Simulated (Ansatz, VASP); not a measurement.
**Two plane-wave programs on ZnSe**

The input POSCAR:

```
ZnSe
1.0
    2.8895883522      2.8895883522      0.0000000000
   -2.8895883522      2.8895883522      0.0000000000
    0.0000000000      2.8895883522      2.7648566352
Zn Se
1 1
Direct
    0.0000000000      0.0000000000      0.0000000000
    0.7500000000      0.2500000000      0.5000000000
```

File INCAR.step1:

```
SYSTEM = ZnSe
ALGO = Normal
EDIFF = 1E-4
ENCUT = 520
GGA = PE
ISMEAR = 0
LASPH = .TRUE.
LCHARG = .FALSE.
LREAL = .FALSE.
LWAVE = .TRUE.
NBANDS = 16
NELM = 100
PREC = Accurate
SIGMA = 0.01
```

INCAR.step2

```
SYSTEM = ZnSe
ALGO = Normal
EDIFF = 1E-7
ENCUT = 520
ISIF = 2
ISMEAR = 0
ISTART = 1
LASPH = .TRUE.
LCHARG = .FALSE.
LMIXTAU = .TRUE.
LREAL = .FALSE.
LWAVE = .FALSE.
METAGGA = R2SCAN
NBANDS = 16
NELM = 100
PREC = Accurate
SIGMA = 0.01
```

Contents of KPOINTS:

```
k-points
0
G
  8 8 8
  0 0 0
```

Input for Ansatz:

```yaml
crystal:
  lattice:
    - [2.88958835221, 2.88958835221, 0.0]
    - [-2.88958835221, 2.88958835221, 0.0]
    - [0.0, 2.88958835221, 2.76485663516]
  atoms:
    - { symbol: Zn, position: [0.0, 0.0, 0.0] }
    - { symbol: Se, position: [0.75, 0.25, 0.5] }
kpoints:
  mp_grid: { grid: [8, 8, 8] }
scf:
  occupations: { method: fixed }
  convergence: { dr2_threshold: 1.0e-10 }
hamiltonian:
  xc: r2scan
  pseudopotentials: { kind: paw }
output:
  forces: true
  stress: true
  eigenstates:
    kpoints:
      - [0.0, 0.0, 0.0]
      - [-0.5, -0.5, -0.5]
      - [-0.5, 0.5, 0.0]
      - [0.0, 0.0, -0.5]
      - [0.0, -0.5, -0.5]
      - [0.0, 0.5, 0.0]
      - [-0.5, 0.0, 0.0]
      - [-0.5, 0.0, -0.5]
  eigenvalues: true
```

Change from the starting cell: film at in-plane strain +0.02.

Alike in both runs: task single point; functional r2SCAN; k mesh 8 × 8 × 8; no spin polarisation.

|  | VASP | Ansatz |
| --- | --- | --- |
| version | VASP 6.6.1 | Ansatz 0.2.0 |
| potentials or method | VASP PAW PBE potentials, release 64 (Zn, Se) | PAW with Ansatz's default frozen-core files, scalar-relativistic |
| plane-wave cutoff (eV) | 520 | 500 |
| occupations | gaussian, width 0.01 eV | fixed |
| valence electrons in the cell | 18 | 28 |

Ansatz gave:

| Item | Value |
| --- | --- |
| gap on the k mesh at the Fermi level (eV) | 1.70 |
| pressure (GPa) | -1.0 |
| traceless stress, the component that is largest in VASP (GPa) | 1.02 |

**Question.** Which values does VASP return?

**Answer.** gap on the k mesh at the Fermi level (eV): 1.70; pressure (GPa): -0.9; traceless stress, the component that is largest in VASP (GPa): 1.04.

VASP's potentials were made for PBE, not for r2SCAN. VASP's potentials hold 18 valence electrons a cell and Ansatz's 28, so a difference there can come from the potentials and not from the codes.
